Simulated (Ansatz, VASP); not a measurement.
**One calculation of W, two programs**

```
W
1.0
     3.56667    0.00000    0.00000
    -1.78333    3.08882    0.00000
     0.00000    0.00000    5.88500
W
4
Cartesian
  0.0000 2.0592 2.5747
  1.7833 1.0296 5.5172
  1.7833 1.0296 3.3103
  0.0000 2.0592 0.3678
```

Alike in both runs: task single point; functional PBE; k mesh 6 × 6 × 4; occupations gaussian, width 0.1 eV; no spin polarisation.

|  | VASP | Ansatz |
| --- | --- | --- |
| version | VASP 6.6.1 | Ansatz 0.2.0 |
| potentials or method | VASP PAW PBE potentials, release 64 (W_sv), cutoff 520 eV | scalar-relativistic, plane waves, PAW |
| valence electrons in the cell | 56 | 56 |

```tsv
	VASP	Ansatz	Ansatz less VASP
gap on the k mesh at the Fermi level (eV)	none	none	-
rms of the force components (eV/Å)	1.140	1.093	-0.0462
```

Atom by atom the forces differ by 0.046 eV/Å (rms over components). A gap of «none» marks a metal or a gap that the smearing closes.

Spin-orbit coupling is off throughout.
